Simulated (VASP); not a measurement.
# InSb (Pm-3m) in VASP: single point with LDA

Aim: the single point of InSb with LDA.

All numbers are computed with VASP 6.6.1; they aren't measurements. Logs are shortened: lines on timing, memory, paths and dates and some standing lists are left out, and cuts for length are marked.

**1. The cell of the first run**

The structure is cubic, space group Pm-3m (No. 221). The conventional cell has a = 3.965 Å, b = 3.965 Å, c = 3.965 Å, α = 90.00°, β = 90.00°, γ = 90.00°. Within 4.5 Å of In (site symmetry m-3m) lie 8 Sb at 3.43 Å and 6 In at 3.96 Å. Sb (site symmetry m-3m) has 8 In at 3.43 Å and 6 Sb at 3.96 Å within 4.5 Å.

**2. Single point, LDA (strained)**

INCAR reads:

```
ALGO = Normal
EDIFF = 1E-6
ENCUT = 520
GGA = CA
ISIF = 2
ISMEAR = 0
LASPH = True
LCHARG = False
LREAL = False
LWAVE = False
NBANDS = 16
NELM = 60
PREC = Accurate
SIGMA = 0.1
```

KPOINTS reads:

```
k-points
0
Gamma
  12 12 12
```

POSCAR reads:

```
InSb
1.0
    3.9645653389      0.0000000000      0.0000000000
    0.0000000000      3.9645653389      0.0000000000
    0.0000000000      0.0000000000      3.9645653389
In Sb
1 1
Direct
    0.0000000000      0.0000000000      0.0000000000
    0.5000000000      0.5000000000      0.5000000000
```

Potentials or basis: VASP PAW LDA potentials, release 64 (In_d, Sb).

On the command line:

```bash
$ cat potpaw_LDA.64/In_d/POTCAR potpaw_LDA.64/Sb/POTCAR > POTCAR
$ mpirun -np 1 vasp_std > vasp.out
```

OUTCAR:

```text
EDIFF = 1E-6
   ENCUT = 520
   GGA = CA
   ISIF = 2
   ISMEAR = 0
   LASPH = True
   LREAL = False
   NELM = 60
   PREC = Accurate

 ion  position               nearest neighbor table
   1  0.000  0.000  0.000-   2 3.43   2 3.43   2 3.43   2 3.43   2 3.43   2 3.43   2 3.43   2 3.43

   2  0.500  0.500  0.500-   1 3.43   1 3.43   1 3.43   1 3.43   1 3.43   1 3.43   1 3.43   1 3.43

  LATTYP: Found a simple cubic cell.
 ALAT       =     3.9645653389

  Lattice vectors:

 A1 = (   3.9645653389,   0.0000000000,   0.0000000000)
 A2 = (   0.0000000000,   3.9645653389,   0.0000000000)
 A3 = (   0.0000000000,   0.0000000000,   3.9645653389)

Analysis of symmetry for initial positions (statically):
=====================================================================
 Subroutine PRICEL returns:
 Original cell was already a primitive cell.

 Routine SETGRP: Setting up the symmetry group for a
 simple cubic supercell.

 Subroutine GETGRP returns: Found 48 space group operations
 (whereof 48 operations were pure point group operations)
 out of a pool of 48 trial point group operations.

The static configuration has the point symmetry O_h .

Analysis of symmetry for dynamics (positions and initial velocities):
=====================================================================
 Subroutine PRICEL returns:
 Original cell was already a primitive cell.

 Routine SETGRP: Setting up the symmetry group for a
 simple cubic supercell.

 Subroutine GETGRP returns: Found 48 space group operations
 (whereof 48 operations were pure point group operations)
 out of a pool of 48 trial point group operations.

The dynamic configuration has the point symmetry O_h .

 Subroutine INISYM returns: Found 48 space group operations
 (whereof 48 operations are pure point group operations),
 and found     1 'primitive' translations

----------------------------------------------------------------------------------------

                                     Primitive cell

  volume of cell :      62.3142

  direct lattice vectors                    reciprocal lattice vectors
     3.964565339  0.000000000  0.000000000     0.252234461  0.000000000  0.000000000
     0.000000000  3.964565339  0.000000000     0.000000000  0.252234461  0.000000000
     0.000000000  0.000000000  3.964565339     0.000000000  0.000000000  0.252234461

  length of vectors
     3.964565339  3.964565339  3.964565339     0.252234461  0.252234461  0.252234461

  position of ions in fractional coordinates (direct lattice)
     0.000000000  0.000000000  0.000000000
     0.500000000  0.500000000  0.500000000

  ion indices of the primitive-cell ions
   primitive index   ion index
                 1           1
                 2           2

----------------------------------------------------------------------------------------

 KPOINTS: k-points

Automatic generation of k-mesh.
 Grid dimensions read from file:
 generate k-points for:   12   12   12

 Generating k-lattice:

  Cartesian coordinates                     Fractional coordinates (reciprocal lattice)
     0.021019538  0.000000000  0.000000000     0.083333333  0.000000000  0.000000000
     0.000000000  0.021019538  0.000000000     0.000000000  0.083333333  0.000000000
     0.000000000  0.000000000  0.021019538     0.000000000  0.000000000  0.083333333

  Length of vectors
     0.021019538  0.021019538  0.021019538

  Shift w.r.t. Gamma in fractional coordinates (k-lattice)
     0.000000000  0.000000000  0.000000000

 Subroutine IBZKPT returns following result:
 ===========================================

 Found     84 irreducible k-points:

 Following reciprocal coordinates:
            Coordinates               Weight
  0.000000  0.000000  0.000000      1.000000
  0.083333  0.000000  0.000000      6.000000
  0.166667  0.000000  0.000000      6.000000
  0.250000  0.000000  0.000000      6.000000
  0.333333  0.000000  0.000000      6.000000
  0.416667  0.000000  0.000000      6.000000
[... 16 lines left out ...]
  0.333333  0.333333  0.000000     12.000000
  0.416667  0.333333  0.000000     24.000000
 [... further k-points ...]
   k-points           NKPTS =     84   k-points in BZ     NKDIM =     84   number of bands    NBANDS=     16
   number of dos      NEDOS =    301   number of ions     NIONS =      2
   total plane-waves  NPLWV =  27000
   dimension x,y,z NGX =    30 NGY =   30 NGZ =   30
   dimension x,y,z NGXF=    60 NGYF=   60 NGZF=   60
   ions per type =               1   1
   NGX,Y,Z   is equivalent  to a cutoff of  12.58, 12.58, 12.58 a.u.
   NGXF,Y,Z  is equivalent  to a cutoff of  25.16, 25.16, 25.16 a.u.
 SYSTEM =  unknown system
   PREC   = accura    normal or accurate (medium, high low for compatibility)
   ISTART =      0    job   : 0-new  1-cont  2-samecut
   ICHARG =      2    charge: 1-file 2-atom 10-const
   ISPIN  =      1    spin polarized calculation?
   LNONCOLLINEAR =      F non collinear calculations
   LSORBIT =      F    spin-orbit coupling
   LASPH  =      T    aspherical Exc in radial PAW
   ENCUT  =  520.0 eV  38.22 Ry    6.18 a.u.   7.37  7.37  7.37*2*pi/ulx,y,z
   NELM   =     60;   NELMIN=  2; NELMDL= -5     # of ELM steps
   EDIFF  = 0.1E-05   stopping-criterion for ELM
   LREAL  =      F    real-space projection
   EDIFFG = 0.1E-04   stopping-criterion for IOM
   NSW    =      0    number of steps for IOM
   IBRION =     -1    ionic relax: 0-MD 1-quasi-New 2-CG
   NFREE  =      0    steps in history (QN), initial steepest desc. (CG)
   ISIF   =      2    stress and relaxation
   ISYM   =      2    0-nonsym 1-usesym 2-fastsym
   POTIM  = 0.5000    time-step for ionic-motion
   TEBEG  =    0.0;   TEEND  =   0.0 temperature during run
   PSTRESS=    0.0 pullay stress
   NELECT =      18.0000    total number of electrons
   NUPDOWN=      -1.0000    fix difference up-down
   EMIN   =  10.00;   EMAX   =-10.00  energy-range for DOS
   EFERMI =   0.00;   METHOD = LEGACY
   ISMEAR =     0;   SIGMA  =   0.10  broadening in eV -4-tet -1-fermi 0-gaus
   EFERMI_NEDOS =   21; number of points for ismear=-14 and -15
   IALGO  =     38    algorithm
   IMIX   =      4    mixing-type and parameters
     AMIX     =   0.40;   BMIX     =  1.00
     AMIX_MAG =   1.60;   BMIX_MAG =  1.00
  volume/ion in A,a.u.               =      31.16       210.26
  Fermi-wavevector in a.u.,A,eV,Ry     =   1.082190  2.045042 15.934255  1.171135
  Thomas-Fermi vector in A             =   2.218225
   LORBIT       =      0    0 simple, 1 ext, 2 COOP (PROOUT), +10 PAW based schemes
   GGA     = CA    functional components
   LHFCALC =     F    Hartree Fock is set to
   AEXX    =    0.0000 exact exchange contribution
   IVDW    =     0    specifies the selected vdW correction
   LEPSILON=     F    determine dielectric tensor
   LRPA    =     F    only Hartree local field effects (RPA)
 non-spin polarized calculation
 Gauss-broadening in eV      SIGMA  =   0.10
  energy-cutoff  :      520.00
  volume of cell :       62.31
 maximum number of plane-waves:      1743
 NGX is ok and might be reduce to    30
   NGX = 15   NGY = 15   NGZ = 15

 number of electron      18.0000018 magnetization

 Free energy of the ion-electron system (eV)
  ---------------------------------------------------
  ext. energy  EPLUGINS =         0.00000000
  ---------------------------------------------------
  free energy    TOTEN  =        -7.52976655 eV

  energy without entropy =       -7.52359667  energy(sigma->0) =       -7.52668161

 E-fermi :   5.8362     XC(G=0):  -9.7386

 val. band max:        5.8098053849   @ k =   0.5000   0.5000   0.5000
 cond. band min:       5.8541084642   @ k =   0.1667   0.1667   0.0000
 fundamental gap:      0.0443030792
 Fermi energy:         5.8362000233

 k-point     1 :       0.0000    0.0000    0.0000
  band No.  band energies     occupation
      1      -8.4693      2.00000
      2      -8.4693      2.00000
      3      -8.3989      2.00000
      4      -8.3989      2.00000
      5      -8.3989      2.00000
      6      -4.7210      2.00000
[... 8 lines left out ...]
     15      12.9785      0.00000
     16      17.0892      0.00000

 k-point     2 :       0.0833    0.0000    0.0000
  band No.  band energies     occupation
      1      -8.4690      2.00000
      2      -8.4646      2.00000
      3      -8.4008      2.00000
      4      -8.4008      2.00000
      5      -8.3987      2.00000
      6      -4.6653      2.00000
[... 8 lines left out ...]
     15      12.7282      0.00000
     16      16.8517      0.00000

 k-point     3 :       0.1667    0.0000    0.0000
  band No.  band energies     occupation
      1      -8.4681      2.00000
      2      -8.4521      2.00000
      3      -8.4060      2.00000
      4      -8.4060      2.00000
      5      -8.3984      2.00000
      6      -4.5017      2.00000
[... 8 lines left out ...]
     15      12.1537      0.00000
     16      15.9550      0.00000

 k-point     4 :       0.2500    0.0000    0.0000
  band No.  band energies     occupation
      1      -8.4671      2.00000
      2      -8.4350      2.00000
      3      -8.4132      2.00000
      4      -8.4132      2.00000
      5      -8.3980      2.00000
      6      -4.2433      2.00000
[... 8 lines left out ...]
     15      13.2926      0.00000
     16      14.8889      0.00000
[... 324 lines left out ...]
 k-point    22 :       0.5000    0.2500    0.0000
  band No.  band energies     occupation
      1      -8.4582      2.00000
      2      -8.4432      2.00000
      3      -8.4238      2.00000
      4      -8.4087      2.00000
      5      -8.3831      2.00000
      6      -3.0594      2.00000
[... 8 lines left out ...]
     15      15.1024      0.00000
     16      15.4358      0.00000

 k-point    23 :       0.3333    0.3333    0.0000
  band No.  band energies     occupation
      1      -8.4603      2.00000
      2      -8.4398      2.00000
      3      -8.4170      2.00000
      4      -8.4149      2.00000
      5      -8.3859      2.00000
      6      -3.1757      2.00000
[... 8 lines left out ...]
     15      14.2341      0.00000
     16      15.0003      0.00000

 k-point    24 :       0.4167    0.3333    0.0000
  band No.  band energies     occupation
      1      -8.4697      2.00000
      2      -8.4369      2.00000
      3      -8.4204      2.00000
      4      -8.4148      2.00000
      5      -8.3748      2.00000
      6      -2.9141      2.00000
[... 8 lines left out ...]
     15      14.2238      0.00000
     16      15.1167      0.00000

 [... further k-points ...]

------------------------ aborting loop because EDIFF is reached ----------------------------------------

  FORCE on cell =-STRESS in cart. coord.  units (eV):
  Direction    XX          YY          ZZ          XY          YZ          ZX
  --------------------------------------------------------------------------------------
  -------------------------------------------------------------------------------------
  Total       -2.9158805     -2.9158805     -2.9158805      0.0000000     -0.0000000      0.0000000
  in kB      -74.9710453    -74.9710453    -74.9710453      0.0000000     -0.0000000      0.0000000
  external PRESSURE =     -74.9710453 kB  Pullay stress =       0.0000000 kB

 VOLUME and BASIS-vectors are now :
 -----------------------------------------------------------------------------
  energy-cutoff  :      520.00
  volume of cell :       62.31
      direct lattice vectors                 reciprocal lattice vectors
     3.964565339  0.000000000  0.000000000     0.252234461  0.000000000  0.000000000
     0.000000000  3.964565339  0.000000000     0.000000000  0.252234461  0.000000000
     0.000000000  0.000000000  3.964565339     0.000000000  0.000000000  0.252234461

 POSITION                                       TOTAL-FORCE (eV/Angst)
 -----------------------------------------------------------------------------------
      0.00000      0.00000      0.00000         0.000000      0.000000      0.000000
      1.98228      1.98228      1.98228         0.000000      0.000000      0.000000
 -----------------------------------------------------------------------------------
    total drift:                                0.000000     -0.000000     -0.000000

  FREE ENERGIE OF THE ION-ELECTRON SYSTEM (eV)
  ---------------------------------------------------
  free  energy   TOTEN  =        -7.5297665506 eV

  energy  without entropy=       -7.5235966693  energy(sigma->0) =       -7.52668161
```

Run time: 75 s. Hardware: 1 thread of Intel Xeon 8259CL, shared host; peak memory 0.21 GiB.

Results:

```yaml
Free_energy: -7.5298 eV
Pressure: -7.5 GPa
Band_gap_on_the_k_mesh: zero (bands 9 and 10 overlap by 2.86 eV)
```

Caveat: the cell differs from its parent crystal (strained); the cell stands under tension; spin-orbit coupling is left out, which moves the levels of the heavy elements.
